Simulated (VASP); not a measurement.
The system is Mg.

```xyz
3
Lattice="-2.6413 2.6413 2.6413 2.6413 -2.6413 2.6413 2.6413 2.6413 -2.6413" Properties=species:S:1:pos:R:3 pbc="T T T"
Mg    2.6413    0.0000    0.0000
Mg    0.0000    2.6413    0.0000
Mg    0.0000    0.0000    2.6413
```

The cell was generated, and may not be a known phase.

```yaml
Program: VASP 6.6.1
Task: relaxation of cell and atoms
Functional: PBE
Potentials_or_basis: VASP PAW PBE potentials, release 64 (Mg_sv)
Cutoff: 840 eV
k_mesh: 6 × 6 × 6
Occupations: gaussian, width 0.1 eV
Spin: no spin polarisation
```

At the start: pressure 7.4 GPa; volume 24.57 Å³/atom.

Q: How do energy, volume and symmetry change on relaxing?

A: Over 4 steps the energy falls by 118.9 meV/atom and the volume is 30.87 Å³/atom (+25.7 %); space group Im-3m (No. 229, to 0.1 Å) before and after.

The path:
```
step  energy change (eV)  largest force (eV/Å)  pressure (GPa)  volume (Å³)
   1              0.0000                0.0000            7.40        73.70
   2             -0.3300                0.0000            1.54        86.49
   3             -0.3554                0.0000           -0.27        93.84
   4             -0.3566                0.0000           -0.04        92.61
```

Final structure:
```
CELL_PARAMETERS angstrom
-2.85018 2.85018 2.85018
2.85018 -2.85018 2.85018
2.85018 2.85018 -2.85018
ATOMIC_POSITIONS crystal
Mg 0.00000 0.50000 0.50000
Mg 0.50000 0.00000 0.50000
Mg 0.50000 0.50000 0.00000
```

Caveat: the volume moved by over 15 % at a fixed basis, so the end points are rough.
